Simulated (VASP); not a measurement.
# O (Fmmm) in VASP: settings compared, part 2 of 3

VASP 6.6.1.

## 3. Electric field gradients, PBEsol

INCAR

```
SYSTEM = O
PREC = Accurate
ENCUT = 520
EDIFF = 1E-8
ISMEAR = -1
SIGMA = 0.01
LREAL = .FALSE.
LASPH = .TRUE.
NELM = 60
ALGO = Normal
ISIF = 2
LWAVE = .FALSE.
LCHARG = .FALSE.
GGA = PS
LEFG = .TRUE.
NBANDS = 13
```

KPOINTS

```
Automatic mesh
0
G
  12 12 12
  0 0 0
```

POSCAR

```
O
1.0
    0.0000000000      2.1075500000      3.3448500000
    1.4783500000      0.0000000000      3.3448500000
    1.4783500000      2.1075500000      0.0000000000
O
2
Direct
    0.0871000000      0.0871000000      0.9129000000
    0.9129000000      0.9129000000      0.0871000000
```

Potentials or basis: VASP PAW PBE potentials, release 64 (O).

Started as:

```sh
$ cat potpaw_PBE.64/O/POTCAR > POTCAR
$ mpirun -np 1 vasp_std > vasp.out
```

OUTCAR:

```text
SYSTEM = O
   PREC = Accurate
   ENCUT = 520
   EDIFF = 1E-8
   ISMEAR = -1
   LREAL = .FALSE.
   LASPH = .TRUE.
   NELM = 60
   ISIF = 2
   GGA = PS

 ion  position               nearest neighbor table
   1  0.087  0.087  0.913-   2 1.17
   2  0.913  0.913  0.087-   1 1.17

  LATTYP: Found a face centered orthorhombic cell.
 ALAT       =     2.9567000000
 B/A-ratio  =     1.4256096324
 C/A-ratio  =     2.2625562282

  Lattice vectors:

 A1 = (   0.0000000000,   2.1075500000,   3.3448500000)
 A2 = (   1.4783500000,   0.0000000000,   3.3448500000)
 A3 = (   1.4783500000,   2.1075500000,   0.0000000000)

Analysis of symmetry for initial positions (statically):
=====================================================================
 Subroutine PRICEL returns:
 Original cell was already a primitive cell.

 Routine SETGRP: Setting up the symmetry group for a
 face centered orthorhombic supercell.

 Subroutine GETGRP returns: Found  8 space group operations
 (whereof  8 operations were pure point group operations)
 out of a pool of  8 trial point group operations.

The static configuration has the point symmetry D_2h.

Analysis of symmetry for dynamics (positions and initial velocities):
=====================================================================
 Subroutine PRICEL returns:
 Original cell was already a primitive cell.

 Routine SETGRP: Setting up the symmetry group for a
 face centered orthorhombic supercell.

 Subroutine GETGRP returns: Found  8 space group operations
 (whereof  8 operations were pure point group operations)
 out of a pool of  8 trial point group operations.

The dynamic configuration has the point symmetry D_2h.

 Subroutine INISYM returns: Found  8 space group operations
 (whereof  8 operations are pure point group operations),
 and found     1 'primitive' translations

----------------------------------------------------------------------------------------

                                     Primitive cell

  volume of cell :      20.8431

  direct lattice vectors                    reciprocal lattice vectors
     0.000000000  2.107550000  3.344850000    -0.338214902  0.237242296  0.149483534
     1.478350000  0.000000000  3.344850000     0.338214902 -0.237242296  0.149483534
     1.478350000  2.107550000  0.000000000     0.338214902  0.237242296 -0.149483534

  length of vectors
     3.953452735  3.656985131  2.574351515     0.439338769  0.439338769  0.439338769

  position of ions in fractional coordinates (direct lattice)
     0.087100000  0.087100000  0.912900000
     0.912900000  0.912900000  0.087100000

  ion indices of the primitive-cell ions
   primitive index   ion index
                 1           1
                 2           2

----------------------------------------------------------------------------------------

 KPOINTS: Automatic mesh

Automatic generation of k-mesh.
 Grid dimensions read from file:
[... 76 lines left out ...]
   NELECT =      12.0000    total number of electrons
   NUPDOWN=      -1.0000    fix difference up-down
   EMIN   =  10.00;   EMAX   =-10.00  energy-range for DOS
   EFERMI =   0.00;   METHOD = LEGACY
   ISMEAR =    -1;   SIGMA  =   0.01  broadening in eV -4-tet -1-fermi 0-gaus
   EFERMI_NEDOS =   21; number of points for ismear=-14 and -15
   IALGO  =     38    algorithm
   IMIX   =      4    mixing-type and parameters
     AMIX     =   0.40;   BMIX     =  1.00
     AMIX_MAG =   1.60;   BMIX_MAG =  1.00
  volume/ion in A,a.u.               =      10.42        70.33
  Fermi-wavevector in a.u.,A,eV,Ry     =   1.361909  2.573634 25.236021  1.854795
  Thomas-Fermi vector in A             =   2.488444
   LORBIT       =      0    0 simple, 1 ext, 2 COOP (PROOUT), +10 PAW based schemes
   GGA     = PS    functional components
   LHFCALC =     F    Hartree Fock is set to
   AEXX    =    0.0000 exact exchange contribution
   IVDW    =     0    specifies the selected vdW correction
   LEPSILON=     F    determine dielectric tensor
   LRPA    =     F    only Hartree local field effects (RPA)
 non-spin polarized calculation
  energy-cutoff  :      520.00
  volume of cell :       20.84
 maximum number of plane-waves:       582
 NGX is ok and might be reduce to    30
   NGX = 15   NGY = 13   NGZ =  9

 number of electron      12.0000001 magnetization

 Free energy of the ion-electron system (eV)
  ---------------------------------------------------
  ext. energy  EPLUGINS =         0.00000000
  ---------------------------------------------------
  free energy    TOTEN  =        -9.91988254 eV

  energy without entropy =       -9.91942044  energy(sigma->0) =       -9.91965149

 E-fermi :   1.3905     XC(G=0): -10.1803

 val. band max:        1.3865281362   @ k =   0.3333   0.5000   0.1667
 cond. band min:       1.3931691639   @ k =   0.4167   0.1667   0.2500
 fundamental gap:      0.0066410277
 Fermi energy:         1.3905246701

 k-point     1 :       0.0000    0.0000    0.0000
  band No.  band energies     occupation
      1     -27.4550      2.00000
      2     -12.4923      2.00000
      3      -8.3013      2.00000
      4      -5.2528      2.00000
      5      -4.9325      2.00000
      6       1.9919      0.00000
      7       2.5592      0.00000
      8      10.5525      0.00000
      9      13.4944      0.00000
     10      16.5558      0.00000
     11      20.9877      0.00000
     12      21.9158      0.00000
     13      26.2810      0.00000
[... 354 lines left out ...]
  band No.  band energies     occupation
      1     -26.9469      2.00000
      2     -12.6570      2.00000
      3      -8.0500      2.00000
      4      -6.1784      2.00000
      5      -5.2899      2.00000
      6       0.1337      2.00000
      7       2.3489      0.00000
      8      11.8488      0.00000
      9      15.0123      0.00000
     10      16.0620      0.00000
     11      17.8146      0.00000
     12      21.0423      0.00000
     13      26.0945      0.00000

 [... further k-points ...]
[... 5 lines left out ...]
  --------------------------------------------------------------------------------------
  -------------------------------------------------------------------------------------
  Total       -0.6618954     -1.3367589      7.2778512      0.0000000      0.0000000      0.0000000
  in kB      -50.8789500   -102.7547385    559.4379980      0.0000000      0.0000000      0.0000000
  external PRESSURE =     135.2681032 kB  Pullay stress =       0.0000000 kB

 VOLUME and BASIS-vectors are now :
 -----------------------------------------------------------------------------
  energy-cutoff  :      520.00
  volume of cell :       20.84
      direct lattice vectors                 reciprocal lattice vectors
     0.000000000  2.107550000  3.344850000    -0.338214902  0.237242296  0.149483534
     1.478350000  0.000000000  3.344850000     0.338214902 -0.237242296  0.149483534
     1.478350000  2.107550000  0.000000000     0.338214902  0.237242296 -0.149483534

 POSITION                                       TOTAL-FORCE (eV/Angst)
 -----------------------------------------------------------------------------------
      1.47835      2.10755      0.58267         0.000000      0.000000      5.415955
      1.47835      2.10755      6.10703         0.000000      0.000000     -5.415955
 -----------------------------------------------------------------------------------
    total drift:                                0.000000      0.000000      0.000000

  FREE ENERGIE OF THE ION-ELECTRON SYSTEM (eV)
  ---------------------------------------------------
  free  energy   TOTEN  =        -9.9198825430 eV

  energy  without entropy=       -9.9194204419  energy(sigma->0) =       -9.91965149

 Electric field gradients (V/A^2)
---------------------------------------------------------------------
 ion       V_xx      V_yy      V_zz      V_xy      V_xz      V_yz
---------------------------------------------------------------------
   1     -60.756   -49.803   110.559    -0.000     0.003     0.002
   2     -60.756   -49.803   110.559    -0.000     0.003     0.002
---------------------------------------------------------------------

 Electric field gradients after diagonalization (V/A^2)
 (convention: |V_zz| > |V_xx| > |V_yy|)
----------------------------------------------------------------------
 ion       V_xx      V_yy      V_zz     asymmetry (V_yy - V_xx)/ V_zz
----------------------------------------------------------------------
   1     -60.756   -49.803   110.559       0.099
   2     -60.756   -49.803   110.559       0.099
----------------------------------------------------------------------

           NMR quadrupolar parameters

 Cq : quadrupolar parameter    Cq=e*Q*V_zz/h
 eta: asymmetry parameters     (V_yy - V_xx)/ V_zz
 Q  : nuclear electric quadrupole moment in mb (millibarn)
----------------------------------------------------------------------
 ion       Cq(MHz)       eta       Q (mb)
----------------------------------------------------------------------
   1       0.267       0.099       1.000
   2       0.267       0.099       1.000
----------------------------------------------------------------------
```

OSZICAR:

```text
N       E                     dE             d eps       ncg     rms          rms(c)
DAV:   1     0.354249963931E+02    0.35425E+02   -0.65421E+03  7533   0.864E+02
DAV:   2    -0.903022830705E+01   -0.44455E+02   -0.42643E+02  9305   0.186E+02
DAV:   3    -0.102517798155E+02   -0.12216E+01   -0.12111E+01  8148   0.274E+01
DAV:   4    -0.102547755785E+02   -0.29958E-02   -0.29957E-02  8363   0.166E+00
DAV:   5    -0.102547857079E+02   -0.10129E-04   -0.10129E-04  8198   0.887E-02    0.454E+00
DAV:   6    -0.998271635173E+01    0.27207E+00   -0.22871E-01  8095   0.439E+00    0.240E+00
DAV:   7    -0.991791760592E+01    0.64799E-01   -0.21344E-01  8515   0.411E+00    0.465E-01
DAV:   8    -0.991990354248E+01   -0.19859E-02   -0.14767E-02  7560   0.102E+00    0.567E-02
DAV:   9    -0.991987958601E+01    0.23956E-04   -0.18986E-04  8575   0.125E-01    0.232E-02
DAV:  10    -0.991988295195E+01   -0.33659E-05   -0.19107E-05  7815   0.397E-02    0.712E-03
DAV:  11    -0.991988312194E+01   -0.17000E-06   -0.29049E-06  7775   0.167E-02    0.445E-03
DAV:  12    -0.991988265776E+01    0.46419E-06   -0.56311E-07  7985   0.686E-03    0.156E-03
DAV:  13    -0.991988256804E+01    0.89717E-07   -0.89057E-08  7775   0.265E-03    0.143E-04
DAV:  14    -0.991988255421E+01    0.13833E-07   -0.50205E-09  4059   0.598E-04    0.934E-05
DAV:  15    -0.991988254411E+01    0.10099E-07   -0.24934E-10  3765   0.153E-04    0.398E-05
DAV:  16    -0.991988254302E+01    0.10913E-08   -0.63726E-11  3745   0.809E-05
   1 F= -.99198825E+01 E0= -.99196515E+01  d E =-.462101E-03
```

stdout:

```text
POSCAR found type information on POSCAR O
 POSCAR found :  1 types and       2 ions
 scaLAPACK will be used
 -----------------------------------------------------------------------------
|                                                                             |
|                                                                             |
|     You enforced a specific xc type in the INCAR file but a different       |
|     I HOPE YOU KNOW WHAT YOU ARE DOING!                                     |
|                                                                             |
 -----------------------------------------------------------------------------

 LDA part: xc-table for (Slater+PW92), standard interpolation
 POSCAR, INCAR and KPOINTS ok, starting setup
 FFT: planning ... GRIDC
 FFT: planning ... GRID_SOFT
 FFT: planning ... GRID
 WAVECAR not read
 entering main loop
ion   1

ion   2
```

Run time: 2.7 min. Hardware: 1 thread of Intel Xeon 8259CL, shared host; peak memory 0.18 GiB.

What came out:

```
Free energy                             : -9.9199 eV
Pressure                                : 13.5 GPa
Largest force                           : 5.416 eV/Å
Band gap on the k mesh                  : zero (bands 6 and 7 overlap by 1.79 eV)
Largest electric field gradient by atom : O +110.6 V/Å²
```

Forces in eV/Å, atoms in the order of the input:
```
O    0.000  0.000  5.416
O    0.000  0.000 -5.416
```

Stress tensor (GPa, compression positive):
```
 -5.09   0.00   0.00
  0.00 -10.28   0.00
  0.00   0.00  55.94
```

Electric field gradients, principal values (V/Å²):
```
atom    least   middle  greatest (by size)
 1 O  -49.803  -60.756             110.559
 2 O  -49.803  -60.756             110.559
```

Caveat: the standard files for N, O and F lose accuracy on very short bonds; spin is off for a triplet molecule; the stress differs along the axes, from -10 to 56 GPa; this functional lacks dispersion, which holds the molecules together, so the pressure and a relaxed volume are unreliable; without QUAD_EFG the Cq values of the log hold for a quadrupole moment of 1 mb, not for the nuclei; the PAW data sets were made with another functional, which shifts forces and pressure a little.

[end of part 2 of 3]
